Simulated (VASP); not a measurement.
# C8N in VASP: single point with PBE+D3(BJ)

Aim: the single point of C8N with PBE+D3(BJ).

Program: VASP 6.6.1. These are calculated values, not measurements. Logs are shortened: lines on timing, memory, paths and dates and some standing lists are left out, and cuts for length are marked.

### 1 The cell of the first run

The cell holds a slab with vacuum, 9 atoms: a = 2.466 Å, b = 2.465 Å, c = 29.199 Å, α = 90.00°, β = 90.00°, γ = 120.01°.

### 2 Single point, PBE+D3(BJ)

The input, INCAR:

```
SYSTEM = C8N
PREC = Accurate ; ENCUT = 520
EDIFF = 1E-6 ; ISMEAR = 0
SIGMA = 0.1 ; LREAL = .FALSE.
LASPH = .TRUE. ; NELM = 100
ALGO = Normal ; ISIF = 2
LWAVE = .FALSE. ; LCHARG = .FALSE.
LDIPOL = .TRUE. ; IDIPOL = 3
DIPOL = 0.5 0.5 0.497 ; GGA = PE
IVDW = 12 ; NBANDS = 28
```

The input, KPOINTS:

```
Automatic mesh
0
G
  12 12 1
  0 0 0
```

The input, POSCAR:

```
C8N
1.0
    2.4655379958      0.0000000000      0.0000000000
   -1.2327689979      2.1341461202      0.0000000000
    0.0000000000      0.0000000000     29.1985170553
C N
8 1
Direct
    0.0833101793      0.1666203587      0.2911106747
    0.4166898206      0.8333796413      0.2911106747
    0.5833101794      0.1666203587      0.4075389574
    0.9166898206      0.8333796413      0.4075389574
    0.0832320236      0.1664640472      0.5231099966
    0.4167679764      0.8335359528      0.5231099966
    0.5832855870      0.1665711741      0.6403264040
    0.9167144130      0.8334288259      0.6403264040
    0.2500000000      0.5000000000      0.7524618312
```

Potentials or basis: VASP PAW PBE potentials, release 64 (C, N).

Launch:

```
> cat potpaw_PBE.64/C/POTCAR potpaw_PBE.64/N/POTCAR > POTCAR
> mpirun -np 1 vasp_std > vasp.out
```

OUTCAR:

```text
SYSTEM = C8N
   PREC = Accurate
   ENCUT = 520
   EDIFF = 1E-6
   ISMEAR = 0
   LREAL = .FALSE.
   LASPH = .TRUE.
   NELM = 100
   ISIF = 2
   GGA = PE
   IVDW = 12
 IVDW          = 12

 ion  position               nearest neighbor table
   1  0.083  0.167  0.291-   2 1.42   2 1.42   2 1.42
   2  0.417  0.833  0.291-   1 1.42   1 1.42   1 1.42
   3  0.583  0.167  0.408-   4 1.42   4 1.42   4 1.42
   4  0.917  0.833  0.408-   3 1.42   3 1.42   3 1.42
   5  0.083  0.166  0.523-   6 1.42   6 1.42   6 1.42
   6  0.417  0.834  0.523-   5 1.42   5 1.42   5 1.42
   7  0.583  0.167  0.640-   8 1.42   8 1.42   8 1.42
   8  0.917  0.833  0.640-   7 1.42   7 1.42   7 1.42
   9  0.250  0.500  0.752-

  Warning from LATTYP: Monoclinic adjustment (A1->A3, A2->A1, A3->A2)!
  LATTYP: Found a base centered orthorhombic cell.
 ALAT       =     2.4655379958
 B/A-ratio  =     1.7311808813
 C/A-ratio  =    11.8426554793

  Lattice vectors:

 A1 = (   1.2327689979,  -2.1341461202,   0.0000000000)
 A2 = (   1.2327689979,   2.1341461202,   0.0000000000)
 A3 = (   0.0000000000,   0.0000000000,  29.1985170553)

Analysis of symmetry for initial positions (statically):
=====================================================================
 Subroutine PRICEL returns:
 Original cell was already a primitive cell.

 Routine SETGRP: Setting up the symmetry group for a
 base centered orthorhombic supercell.

 Subroutine GETGRP returns: Found  4 space group operations
 (whereof  2 operations were pure point group operations)
 out of a pool of  8 trial point group operations.

The static configuration has the point symmetry C_1h.
 The point group associated with its full space group is C_2v.

Analysis of symmetry for dynamics (positions and initial velocities):
=====================================================================
 Subroutine PRICEL returns:
 Original cell was already a primitive cell.

 Routine SETGRP: Setting up the symmetry group for a
 base centered orthorhombic supercell.

 Subroutine GETGRP returns: Found  4 space group operations
 (whereof  2 operations were pure point group operations)
 out of a pool of  8 trial point group operations.

The dynamic configuration has the point symmetry C_1h.
 The point group associated with its full space group is C_2v.

 Subroutine INISYM returns: Found  4 space group operations
 (whereof  2 operations are pure point group operations),
 and found     1 'primitive' translations

----------------------------------------------------------------------------------------

                                     Primitive cell

  volume of cell :     153.6373

  direct lattice vectors                    reciprocal lattice vectors
     2.465537996  0.000000000  0.000000000     0.405590991  0.234285739  0.000000000
    -1.232768998  2.134146120  0.000000000     0.000000000  0.468571477  0.000000000
     0.000000000  0.000000000 29.198517055     0.000000000  0.000000000  0.034248315

  length of vectors
     2.465537996  2.464609313 29.198517055     0.468394982  0.468571477  0.034248315

  position of ions in fractional coordinates (direct lattice)
     0.083310179  0.166620359  0.291110675
     0.416689821  0.833379641  0.291110675
     0.583310179  0.166620359  0.407538957
     0.916689821  0.833379641  0.407538957
     0.083232024  0.166464047  0.523109997
     0.416767976  0.833535953  0.523109997
     0.583285587  0.166571174  0.640326404
     0.916714413  0.833428826  0.640326404
     0.250000000  0.500000000  0.752461831

  ion indices of the primitive-cell ions
   primitive index   ion index
                 1           1
                 2           2
                 3           3
                 4           4
                 5           5
                 6           6
                 7           7
                 8           8
                 9           9

----------------------------------------------------------------------------------------

 KPOINTS: Automatic mesh

Automatic generation of k-mesh.
 Grid dimensions read from file:
 generate k-points for:   12   12    1

 Generating k-lattice:

  Cartesian coordinates                     Fractional coordinates (reciprocal lattice)
     0.033799249  0.019523812  0.000000000     0.083333333 -0.000000000  0.000000000
     0.000000000  0.039047623  0.000000000     0.000000000  0.083333333  0.000000000
     0.000000000  0.000000000  0.034248315     0.000000000  0.000000000  1.000000000

  Length of vectors
     0.039032915  0.039047623  0.034248315

  Shift w.r.t. Gamma in fractional coordinates (k-lattice)
     0.000000000  0.000000000  0.000000000

 Subroutine IBZKPT returns following result:
 ===========================================

 Found     43 irreducible k-points:

 Following reciprocal coordinates:
            Coordinates               Weight
  0.000000  0.000000  0.000000      1.000000
  0.083333  0.000000  0.000000      4.000000
  0.166667  0.000000  0.000000      4.000000
  0.250000  0.000000  0.000000      4.000000
  0.333333 -0.000000  0.000000      4.000000
  0.416667  0.000000  0.000000      4.000000
[... 16 lines left out ...]
  0.333333  0.166667  0.000000      4.000000
  0.416667  0.166667  0.000000      4.000000
 [... further k-points ...]
   k-points           NKPTS =     43   k-points in BZ     NKDIM =     43   number of bands    NBANDS=     28
   number of dos      NEDOS =    301   number of ions     NIONS =      9
   total plane-waves  NPLWV =  72576
   dimension x,y,z NGX =    18 NGY =   18 NGZ =  224
   dimension x,y,z NGXF=    36 NGYF=   36 NGZF=  448
   ions per type =               8   1
   NGX,Y,Z   is equivalent  to a cutoff of  12.14, 12.14, 12.75 a.u.
   NGXF,Y,Z  is equivalent  to a cutoff of  24.27, 24.28, 25.51 a.u.
 SYSTEM =  C8N
   PREC   = accura    normal or accurate (medium, high low for compatibility)
   ISTART =      0    job   : 0-new  1-cont  2-samecut
   ICHARG =      2    charge: 1-file 2-atom 10-const
   ISPIN  =      1    spin polarized calculation?
   LNONCOLLINEAR =      F non collinear calculations
   LSORBIT =      F    spin-orbit coupling
   LASPH  =      T    aspherical Exc in radial PAW
   ENCUT  =  520.0 eV  38.22 Ry    6.18 a.u.   4.58  4.58 54.29*2*pi/ulx,y,z
   NELM   =    100;   NELMIN=  2; NELMDL= -5     # of ELM steps
   EDIFF  = 0.1E-05   stopping-criterion for ELM
   LREAL  =      F    real-space projection
   EDIFFG = 0.1E-04   stopping-criterion for IOM
   NSW    =      0    number of steps for IOM
   IBRION =     -1    ionic relax: 0-MD 1-quasi-New 2-CG
   NFREE  =      0    steps in history (QN), initial steepest desc. (CG)
   ISIF   =      2    stress and relaxation
   ISYM   =      2    0-nonsym 1-usesym 2-fastsym
   POTIM  = 0.5000    time-step for ionic-motion
   TEBEG  =    0.0;   TEEND  =   0.0 temperature during run
   PSTRESS=    0.0 pullay stress
   NELECT =      37.0000    total number of electrons
   NUPDOWN=      -1.0000    fix difference up-down
   EMIN   =  10.00;   EMAX   =-10.00  energy-range for DOS
   EFERMI =   0.00;   METHOD = LEGACY
   ISMEAR =     0;   SIGMA  =   0.10  broadening in eV -4-tet -1-fermi 0-gaus
   EFERMI_NEDOS =   21; number of points for ismear=-14 and -15
   IALGO  =     38    algorithm
   IMIX   =      4    mixing-type and parameters
     AMIX     =   0.40;   BMIX     =  1.00
     AMIX_MAG =   1.60;   BMIX_MAG =  1.00
  volume/ion in A,a.u.               =      17.07       115.20
  Fermi-wavevector in a.u.,A,eV,Ry     =   1.018536  1.924755 14.114905  1.037416
  Thomas-Fermi vector in A             =   2.151999
   LORBIT       =      0    0 simple, 1 ext, 2 COOP (PROOUT), +10 PAW based schemes
   GGA     = PE    functional components
   LHFCALC =     F    Hartree Fock is set to
   AEXX    =    0.0000 exact exchange contribution
   IVDW    =    12    specifies the selected vdW correction
   LEPSILON=     F    determine dielectric tensor
   LRPA    =     F    only Hartree local field effects (RPA)
 non-spin polarized calculation
 Gauss-broadening in eV      SIGMA  =   0.10
  energy-cutoff  :      520.00
  volume of cell :      153.64
 maximum number of plane-waves:      4190
   NGX =  9   NGY =  9   NGZ =109

 dipolmoment           0.000000      0.000000     -0.030626 electrons x Angstroem

 number of electron      36.9999991 magnetization

 dipolmoment           0.000000      0.000000      0.095224 electrons x Angstroem

 Free energy of the ion-electron system (eV)
  ---------------------------------------------------
  ext. energy  EPLUGINS =         0.00000000
  ---------------------------------------------------
  free energy    TOTEN  =       -76.68609693 eV

  energy without entropy =      -76.68023461  energy(sigma->0) =      -76.68316577

 E-fermi :  -0.6423     XC(G=0):  -5.9915

 val. band max:       -0.7456218884   @ k =   0.0833   0.3333   0.0000
 cond. band min:      -0.6134026262   @ k =   0.3333   0.3333   0.0000
 fundamental gap:      0.1322192622
 Fermi energy:        -0.6423075669

 k-point     1 :       0.0000    0.0000    0.0000
  band No.  band energies     occupation
      1     -20.2138      2.00000
      2     -20.0976      2.00000
      3     -19.9726      2.00000
      4     -19.3227      2.00000
      5     -14.8059      2.00000
      6      -8.8484      2.00000
[... 20 lines left out ...]
     27       7.7341      0.00000
     28       7.7720      0.00000

 k-point     2 :       0.0833    0.0000    0.0000
  band No.  band energies     occupation
      1     -20.0488      2.00000
      2     -19.9335      2.00000
      3     -19.8092      2.00000
      4     -19.1588      2.00000
      5     -14.6664      2.00000
      6      -8.6485      2.00000
[... 674 lines left out ...]
 k-point    24 :       0.4167    0.1667    0.0000
  band No.  band energies     occupation
      1     -14.4898      2.00000
      2     -14.4423      2.00000
      3     -14.3482      2.00000
      4     -13.6695      2.00000
      5     -13.4685      2.00000
      6     -13.4161      2.00000
[... 20 lines left out ...]
     27       9.4773      0.00000
     28      10.1292      0.00000

 [... further k-points ...]

------------------------ aborting loop because EDIFF is reached ----------------------------------------

 vacuum level on the upper side and lower side of the slab       (xc-potential included)         1.301        -1.925

 Edisp (eV)   -1.21104

 E8    (eV) :    -0.3467

  FORCE on cell =-STRESS in cart. coord.  units (eV):
  Direction    XX          YY          ZZ          XY          YZ          ZX
  --------------------------------------------------------------------------------------
  -------------------------------------------------------------------------------------
  Total      -3.68832    -3.60776    -0.02177     0.00000     0.00000     0.00000
  in kB     -38.46295   -37.62281    -0.22701     0.00000     0.00000     0.00000
  external pressure =      -25.44 kB  Pullay stress =        0.00 kB

 VOLUME and BASIS-vectors are now :
 -----------------------------------------------------------------------------
  energy-cutoff  :      520.00
  volume of cell :      153.64
      direct lattice vectors                 reciprocal lattice vectors
     2.465537996  0.000000000  0.000000000     0.405590991  0.234285739  0.000000000
    -1.232768998  2.134146120  0.000000000     0.000000000  0.468571477  0.000000000
     0.000000000  0.000000000 29.198517055     0.000000000  0.000000000  0.034248315

 POSITION                                       TOTAL-FORCE (eV/Angst)
 -----------------------------------------------------------------------------------
     -0.00000      0.35559      8.50000        -0.000000      0.008196     -0.000162
     -0.00000      1.77855      8.50000         0.000000     -0.008196     -0.000162
      1.23277      0.35559     11.89953         0.000000     -0.001070     -0.003553
      1.23277      1.77855     11.89953        -0.000000      0.001070     -0.003553
     -0.00000      0.35526     15.27404        -0.000000      0.000632      0.003089
      0.00000      1.77889     15.27404         0.000000     -0.000632      0.003089
      1.23277      0.35549     18.69658         0.000000      0.009292     -0.001179
      1.23277      1.77866     18.69658        -0.000000     -0.009292     -0.001179
      0.00000      1.06707     21.97077         0.000000      0.000000      0.003608
 -----------------------------------------------------------------------------------
    total drift:                                0.000000     -0.000000     -0.002558

  FREE ENERGIE OF THE ION-ELECTRON SYSTEM (eV)
  ---------------------------------------------------
  free  energy   TOTEN  =       -77.8971373773 eV

  energy  without entropy=      -77.8912750649  energy(sigma->0) =      -77.89420622

 vacuum level on the upper side and lower side of the slab         6.646         3.368
```

It took 4 min on 1 thread of Intel Xeon 6975P-C (Granite Rapids), shared host; peak memory 0.35 GiB.

What came out:

| Property | Result |
| --- | --- |
| Free energy | -77.8971 eV |
| Largest force | 0.009 eV/Å |
| Dispersion energy per atom | -0.135 eV |

Forces on the atoms (eV/Å):
```
C    0.000  0.008  0.000
C    0.000 -0.008  0.000
C    0.000 -0.001 -0.004
C    0.000  0.001 -0.004
C    0.000  0.001  0.003
C    0.000 -0.001  0.003
C    0.000  0.009 -0.001
C    0.000 -0.009 -0.001
N    0.000  0.000  0.004
```
